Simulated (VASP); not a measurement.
Wanted: the native input for a VASP 6.6.1 run.

```
Task                   : relaxation of cell and atoms
Functional             : PBE
Potentials or basis    : VASP PAW PBE potentials, release 64 (Y_sv)
Cutoff                 : 600 eV
k mesh                 : 6 × 6 × 6
Occupations            : gaussian, width 0.1 eV
Spin                   : no spin polarisation
Dipole correction      : no
Further INCAR settings : ALGO = Normal; EDIFF = 1e-06; IBRION = 2; EDIFFG = -0.04; NSW = 90; ISIF = 3
```

The structure of Y lies in POSCAR:

```
Y
1.0
    2.2739488480      1.3128649795      3.9587385719
   -2.2739488480      1.3128649795      3.9587385719
    0.0000000000     -2.6257299590      3.9587385719
Y
2
Direct
    0.2336400000      0.2336400000      0.2336400000
    0.7663600000      0.7663600000      0.7663600000
```

One way to write it, as run:

INCAR

```
SYSTEM = Y
PREC = Accurate
ENCUT = 600
EDIFF = 1E-6
ISMEAR = 0
SIGMA = 0.1
LREAL = .FALSE.
LASPH = .TRUE.
NELM = 80
ALGO = Normal
ISIF = 3
LWAVE = .FALSE.
LCHARG = .FALSE.
GGA = PE
IBRION = 2
NSW = 90
EDIFFG = -0.04
```

KPOINTS

```
Automatic mesh
0
G
  6 6 6
  0 0 0
```

Potentials or basis: VASP PAW PBE potentials, release 64 (Y_sv).

The run is started by

```bash
$ cat potpaw_PBE.64/Y_sv/POTCAR > POTCAR
$ mpirun -np 1 vasp_std > vasp.out
```

Results of the run:

```yaml
Relaxed_volume: 32.26 Å³/atom
Relaxed_cell: a = 6.166 Å, b = 6.166 Å, c = 6.166 Å, α = 33.76°, β = 33.76°, γ = 33.76°
Space_group_after_relaxing_to_0.1_Å: Fm-3m (No. 225)
Energy_gained_by_relaxing: 926.1 meV/atom
Ionic_steps: 41
Pressure_after_relaxing: 0.0 GPa
Band_gap_on_the_k_mesh: zero (bands 11 and 12 overlap by 1.23 eV)
```

Caveat: a cell axis changed by over 15 % at a fixed basis, so the end point is rough.

Run time: 13 min on 1 thread of Intel(R) Xeon(R) 6975P-C (Granite Rapids), on a shared host, peak memory 0.29 GiB.
